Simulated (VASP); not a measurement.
# BeS (F-43m) in VASP: further runs

BeS is run at these levels: LDA; tasks: elastic constants.

Program: VASP 6.6.1. These are calculated values, not measurements. Logs are shortened: lines on timing, memory, paths and dates and some standing lists are left out, and cuts for length are marked.

### Step 1. The cell of the first run

The structure is cubic, space group F-43m (No. 216). Conventional cell: a = 4.612 Å, b = 4.612 Å, c = 4.612 Å, α = 90.00°, β = 90.00°, γ = 90.00°. Within 2.6 Å of Be (site symmetry -43m) lie 4 S at 2.00 Å. Within 2.6 Å of S (site symmetry -43m) lie 4 Be at 2.00 Å.

### Step 2. Elastic constants, LDA

Contents of INCAR:

```
SYSTEM = BeS
PREC = Accurate ; ENCUT = 600
EDIFF = 1E-8 ; ISMEAR = 0
SIGMA = 0.01 ; LREAL = .FALSE.
LASPH = .TRUE. ; NELM = 100
ALGO = Normal ; ISIF = 3
LWAVE = .FALSE. ; LCHARG = .FALSE.
IBRION = 6 ; NFREE = 2
POTIM = 0.015 ; NSW = 1
```

Contents of KPOINTS:

```
regular mesh
0
G
  10 10 10
  0 0 0
```

Contents of POSCAR:

```
BeS
1.0
    0.0000000000      2.3060648892      2.3060648892
    2.3060648892      0.0000000000      2.3060648892
    2.3060648892      2.3060648892      0.0000000000
Be S
1 1
Direct
    0.0000000000      0.0000000000      0.0000000000
    0.7500000000      0.7500000000      0.7500000000
```

Potentials or basis: VASP PAW LDA potentials, release 64 (Be, S).

Started as:

```
$ cat potpaw_LDA.64/Be/POTCAR potpaw_LDA.64/S/POTCAR > POTCAR
$ mpirun -np 1 vasp_std > vasp.out
```

OUTCAR:

```text
SYSTEM = BeS
   PREC = Accurate
   ENCUT = 600
   EDIFF = 1E-8
   ISMEAR = 0
   LREAL = .FALSE.
   LASPH = .TRUE.
   NELM = 100
   ISIF = 3
   IBRION = 6
   NFREE = 2
   POTIM = 0.015
   NSW = 1

 ion  position               nearest neighbor table
   1  0.000  0.000  0.000-   2 2.00   2 2.00   2 2.00   2 2.00
   2  0.750  0.750  0.750-   1 2.00   1 2.00   1 2.00   1 2.00

  LATTYP: Found a face centered cubic cell.
 ALAT       =     4.6121297784

  Lattice vectors:

 A1 = (   0.0000000000,   2.3060648892,   2.3060648892)
 A2 = (   2.3060648892,   0.0000000000,   2.3060648892)
 A3 = (   2.3060648892,   2.3060648892,   0.0000000000)

Analysis of symmetry for initial positions (statically):
=====================================================================
 Subroutine PRICEL returns:
 Original cell was already a primitive cell.

 Routine SETGRP: Setting up the symmetry group for a
 face centered cubic supercell.

 Subroutine GETGRP returns: Found 24 space group operations
 (whereof 24 operations were pure point group operations)
 out of a pool of 48 trial point group operations.

The static configuration has the point symmetry T_d .

Analysis of symmetry for dynamics (positions and initial velocities):
=====================================================================
 Subroutine PRICEL returns:
 Original cell was already a primitive cell.

 Routine SETGRP: Setting up the symmetry group for a
 face centered cubic supercell.

 Subroutine GETGRP returns: Found 24 space group operations
 (whereof 24 operations were pure point group operations)
 out of a pool of 48 trial point group operations.

The dynamic configuration has the point symmetry T_d .

 Subroutine INISYM returns: Found 24 space group operations
 (whereof 24 operations are pure point group operations),
 and found     1 'primitive' translations

----------------------------------------------------------------------------------------

                                     Primitive cell

  volume of cell :      24.5270

  direct lattice vectors                    reciprocal lattice vectors
     0.000000000  2.306064889  2.306064889    -0.216819571  0.216819571  0.216819571
     2.306064889  0.000000000  2.306064889     0.216819571 -0.216819571  0.216819571
     2.306064889  2.306064889  0.000000000     0.216819571  0.216819571 -0.216819571

  length of vectors
     3.261268242  3.261268242  3.261268242     0.375542513  0.375542513  0.375542513

  position of ions in fractional coordinates (direct lattice)
     0.000000000  0.000000000  0.000000000
     0.750000000  0.750000000  0.750000000

  ion indices of the primitive-cell ions
   primitive index   ion index
                 1           1
                 2           2

----------------------------------------------------------------------------------------

 KPOINTS: regular mesh

Automatic generation of k-mesh.
 Grid dimensions read from file:
 generate k-points for:   10   10   10
[... 109 lines left out ...]
  ---------------------------------------------------
  ext. energy  EPLUGINS =         0.00000000
  ---------------------------------------------------
  free energy    TOTEN  =       -11.01135943 eV

  energy without entropy =      -11.01135943  energy(sigma->0) =      -11.01135943

------------------------ aborting loop because EDIFF is reached ----------------------------------------

  FORCE on cell =-STRESS in cart. coord.  units (eV):
  Direction    XX          YY          ZZ          XY          YZ          ZX
  --------------------------------------------------------------------------------------
  -------------------------------------------------------------------------------------
  Total        2.3002743      2.3002743      2.3002743      0.0000000      0.0000000      0.0000000
  in kB      150.2607788    150.2607788    150.2607788      0.0000000      0.0000000      0.0000000
  external PRESSURE =     150.2607788 kB  Pullay stress =       0.0000000 kB
[... 89 lines left out ...]
  FREE ENERGIE OF THE ION-ELECTRON SYSTEM (eV)
  ---------------------------------------------------
  free  energy   TOTEN  =       -10.9729249306 eV

  energy  without entropy=      -10.9729249306  energy(sigma->0) =      -10.97292493

[... ionic steps 4 to 14 ...]

--------------------------------------- Ionic step       15  -------------------------------------------

 number of electron       8.0000000 magnetization

------------------------ aborting loop because EDIFF is reached ----------------------------------------
[... 67 lines left out ...]
--------------------------------------- Ionic step       17  -------------------------------------------

 number of electron       8.0000000 magnetization

 Free energy of the ion-electron system (eV)
  ---------------------------------------------------
  ext. energy  EPLUGINS =         0.00000000
  ---------------------------------------------------
  free energy    TOTEN  =       -11.00996148 eV

  energy without entropy =      -11.00996148  energy(sigma->0) =      -11.00996148

 E-fermi :   5.9033     XC(G=0): -10.6022

 val. band max:        5.7799889321   @ k =   0.0000   0.0000   0.0000
 cond. band min:       8.2515996655   @ k =   0.5000   0.5000   0.0000
 fundamental gap:      2.4716107334
 Fermi energy:         5.9032822818

 k-point     1 :       0.0000    0.0000    0.0000
  band No.  band energies     occupation
      1      -9.0429      2.00000
      2       5.6579      2.00000
      3       5.7206      2.00000
      4       5.7800      2.00000
      5      11.1282      0.00000
      6      11.1522      0.00000
      7      11.1806      0.00000
      8      12.7449      0.00000
[... 243 lines left out ...]
 k-point    24 :       0.4000    0.3000    0.0000
  band No.  band energies     occupation
      1      -7.0314      2.00000
      2       0.9513      2.00000
      3       2.6871      2.00000
      4       3.0125      2.00000
      5       9.4001      0.00000
      6      11.3264      0.00000
      7      16.5150      0.00000
      8      16.5964      0.00000

 [... further k-points ...]

------------------------ aborting loop because EDIFF is reached ----------------------------------------

  FORCE on cell =-STRESS in cart. coord.  units (eV):
  Direction    XX          YY          ZZ          XY          YZ          ZX
  --------------------------------------------------------------------------------------
  -------------------------------------------------------------------------------------
  Total        2.3006006      2.3040178      2.3040178      0.0000000     -0.1406248      0.0000000
  in kB      150.2820962    150.5053166    150.5053166      0.0000000     -9.1860324      0.0000000
  external PRESSURE =     150.4309098 kB  Pullay stress =       0.0000000 kB
[... 17 lines left out ...]
  FREE ENERGIE OF THE ION-ELECTRON SYSTEM (eV)
  ---------------------------------------------------
  free  energy   TOTEN  =       -11.0099614798 eV

  energy  without entropy=      -11.0099614798  energy(sigma->0) =      -11.00996148

 INTERNAL STRAIN TENSORS FROM STRAINED CELLS
 ============================================

 INTERNAL STRAIN TENSOR FOR ION    1 for displacements in x,y,z  (eV/Angst):
          X           Y           Z          XY          YZ          ZX
  --------------------------------------------------------------------------------
  x    -0.00000     0.00000    -0.00000    -0.00000    -9.36332     0.00000
  y     0.00000    -0.00000    -0.00000    -0.00000     0.00000    -9.36321
  z     0.00000     0.00000    -0.00000    -9.36228     0.00000     0.00000

 INTERNAL STRAIN TENSORS FROM DISPLACED ATOMS
 ============================================

 INTERNAL STRAIN TENSOR FOR ION    1 for displacements in x,y,z  (eV/Angst):
          X           Y           Z          XY          YZ          ZX
  --------------------------------------------------------------------------------
  x     0.00000     0.00000     0.00000     0.00000    -9.36115     0.00000
  y     0.00000     0.00000     0.00000     0.00000     0.00000    -9.36115
  z     0.00000     0.00000     0.00000    -9.36115     0.00000     0.00000

 INTERNAL STRAIN TENSOR FOR ION    2 for displacements in x,y,z  (eV/Angst):
          X           Y           Z          XY          YZ          ZX
  --------------------------------------------------------------------------------
  x     0.00000     0.00000     0.00000     0.00000     9.36936     0.00000
  y     0.00000     0.00000     0.00000     0.00000     0.00000     9.36936
  z     0.00000     0.00000     0.00000     9.36936     0.00000     0.00000

 Eigenvectors and eigenvalues of the dynamical matrix
 ----------------------------------------------------

   1 f  =   20.777453 THz   130.548588 2PiTHz  693.061235 cm-1    85.928603 meV
             X         Y         Z           dx          dy          dz
      0.000000  0.000000  0.000000     0.000000    0.883517    0.000000
      3.459097  3.459097  3.459097     0.000000   -0.468399    0.000000
[... 21 lines left out ...]
   6 f/i=    0.000214 THz     0.001343 2PiTHz    0.007132 cm-1     0.000884 meV
             X         Y         Z           dx          dy          dz
      0.000000  0.000000  0.000000     0.000000    0.000000   -0.468399
      3.459097  3.459097  3.459097     0.000000    0.000000   -0.883517

--------------------------------------------------------------------------------------------------------

 ELASTIC MODULI CONTR FROM IONIC RELAXATION (kBar)
 Direction    XX          YY          ZZ          XY          YZ          ZX
 --------------------------------------------------------------------------------
 XX          -0.0000     -0.0000     -0.0000      0.0000      0.0000      0.0000
 YY          -0.0000     -0.0000     -0.0000      0.0000      0.0000      0.0000
 ZZ          -0.0000     -0.0000     -0.0000      0.0000      0.0000      0.0000
 XY           0.0000      0.0000      0.0000   -461.0348      0.0000      0.0000
 YZ           0.0000      0.0000      0.0000      0.0000   -461.0348      0.0000
 ZX           0.0000      0.0000      0.0000      0.0000      0.0000   -461.0348
 --------------------------------------------------------------------------------

 TOTAL ELASTIC MODULI (kBar)
 Direction    XX          YY          ZZ          XY          YZ          ZX
 --------------------------------------------------------------------------------
 XX        2108.7708   1051.0303   1051.0303     -0.0000      0.0000      0.0000
 YY        1051.0303   2108.7708   1051.0303     -0.0000     -0.0000     -0.0000
 ZZ        1051.0303   1051.0303   2108.7708      0.0000     -0.0000      0.0000
 XY          -0.0000     -0.0000      0.0000   1016.7484      0.0000      0.0000
 YZ           0.0000     -0.0000     -0.0000      0.0000   1016.7484      0.0000
 ZX           0.0000     -0.0000      0.0000      0.0000      0.0000   1016.7484
 --------------------------------------------------------------------------------
```

It took 5.4 min on 1 thread of Intel Xeon Platinum 8488C (Sapphire Rapids), shared host; peak memory 0.27 GiB.

Results:

```
Elastic constants C11, C12, C44                         : 211, 105, 102 GPa
Voigt bulk modulus                                      : 140 GPa
Highest phonon frequency at Γ, LO-TO splitting left out : 693 cm⁻¹
```

Phonon frequencies in cm⁻¹ (negative: imaginary):
| q point | frequencies |
| --- | --- |
| (0.000, 0.000, 0.000) | 0 0 0 693 693 693 |

Elastic tensor in Voigt notation (GPa, in the Cartesian axes of the cell as first typed):
```
211 105 105   0   0   0
105 211 105   0   0   0
105 105 211   0   0   0
  0   0   0 102   0   0
  0   0   0   0 102   0
  0   0   0   0   0 102
```

Clamped-ion elastic tensor (GPa):
```
211 105 105   0   0   0
105 211 105   0   0   0
105 105 211   0   0   0
  0   0   0 148   0   0
  0   0   0   0 148   0
  0   0   0   0   0 148
```

Caveat: the cell is under stress, which shifts elastic constants.

### Step 3. Elastic constants, LDA

This run uses another cell than the first one, of 12.69 Å³/atom.

Contents of INCAR:

```
ALGO = Normal ; EDIFF = 1E-8
ENCUT = 600 ; GGA = CA
IBRION = 6 ; ISIF = 3
ISMEAR = 0 ; LASPH = True
LCHARG = False ; LREAL = False
LWAVE = False ; NBANDS = 11
NELM = 100 ; NFREE = 2
NSW = 1 ; POTIM = 0.015
PREC = Accurate ; SIGMA = 0.01
```

Contents of KPOINTS:

```
k-points
0
Gamma
  10 10 10
```

Contents of POSCAR:

```
BeS
1.0
    0.0000000000      2.3323170487      2.3323170487
    2.3323170487      0.0000000000      2.3323170487
    2.3323170487      2.3323170487      0.0000000000
Be S
1 1
Direct
    0.0000000000      0.0000000000      0.0000000000
    0.7500000000      0.7500000000      0.7500000000
```

Potentials or basis: VASP PAW LDA potentials, release 64 (Be, S).

Started as:

```
$ cat potpaw_LDA.64/Be/POTCAR potpaw_LDA.64/S/POTCAR > POTCAR
$ mpirun -np 1 vasp_std > vasp.out
```

It took 7.1 min on 1 thread of Intel Xeon Platinum 8488C (Sapphire Rapids), shared host; peak memory 0.28 GiB.

It converged, with:

| Quantity | Value |
| --- | --- |
| Elastic constants C11, C12, C44 | 198, 94, 98 GPa |
| Voigt bulk modulus | 128 GPa |
| Highest phonon frequency at Γ, LO-TO splitting left out | 662 cm⁻¹ |

Phonon frequencies in cm⁻¹ (negative: imaginary):
```csv
q point,frequencies
"(0.000, 0.000, 0.000)",0 0 0 662 662 662
```

Elastic tensor in Voigt notation (GPa, in the Cartesian axes of the cell as first typed):
```
198  94  94   0   0   0
 94 198  94   0   0   0
 94  94 198   0   0   0
  0   0   0  98   0   0
  0   0   0   0  98   0
  0   0   0   0   0  98
```

Clamped-ion elastic tensor (GPa):
```
198  94  94   0   0   0
 94 198  94   0   0   0
 94  94 198   0   0   0
  0   0   0 134   0   0
  0   0   0   0 134   0
  0   0   0   0   0 134
```

Caveat: the cell is under stress, which shifts elastic constants.

(Continued in part 2 of 2.)
